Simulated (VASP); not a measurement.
W: single point with PBE

The system is W.

```
CELL_PARAMETERS angstrom
-1.59730 1.59730 1.53341
1.59730 -1.59730 1.53341
1.59730 1.59730 -1.53341
ATOMIC_POSITIONS crystal
W 0.00000 0.00000 0.00000
```

This cell differs from its parent crystal: strain +0.000 along x and y, -0.040 along z.

* Program: VASP 6.6.1
* Task: single point
* Functional: PBE
* Potentials or basis: VASP PAW PBE potentials, release 64 (W_sv)
* Cutoff: 520 eV
* k mesh: 20 × 20 × 20
* Occupations: gaussian, width 0.15 eV
* Spin: no spin polarisation

```yaml
Pressure: 10.8 GPa
Band_gap_on_the_k_mesh: zero (band 7 reaches 16.84 eV, above the bottom of band 8 at 10.45 eV)
```

Stress tensor (GPa, compression positive):
```
 5.73  0.00  0.00
 0.00  5.73  0.00
 0.00  0.00 20.82
```

Levels at points of the mesh, in eV from the Fermi level:
| k point | band 5 | band 6 | band 7 | band 8 | band 9 | band 10 |
| --- | --- | --- | --- | --- | --- | --- |
| (0.00, 0.00, 0.00) | -9.74 | -1.64 | -1.08 | -1.08 | 1.86 | 2.62 |
| (0.50, 0.00, 0.00) | -6.39 | -3.84 | 0.81 | 2.26 | 3.44 | 6.25 |
| (0.50, 0.50, 0.00) | -6.40 | -3.27 | 0.47 | 1.66 | 2.91 | 6.15 |
| (0.50, 0.50, 0.50) | -6.03 | -5.91 | 5.17 | 5.17 | 5.35 | 7.95 |

Wall time 110 s on 1 thread of Intel(R) Xeon(R) Platinum 8375C CPU @ 2.90GHz (Ice Lake), with other jobs on the host, peak memory 0.22 GiB.

Caveat: the cell differs from its parent crystal (strain +0.000 along x and y, -0.040 along z); spin-orbit coupling is left out, which moves the levels of the heavy elements.
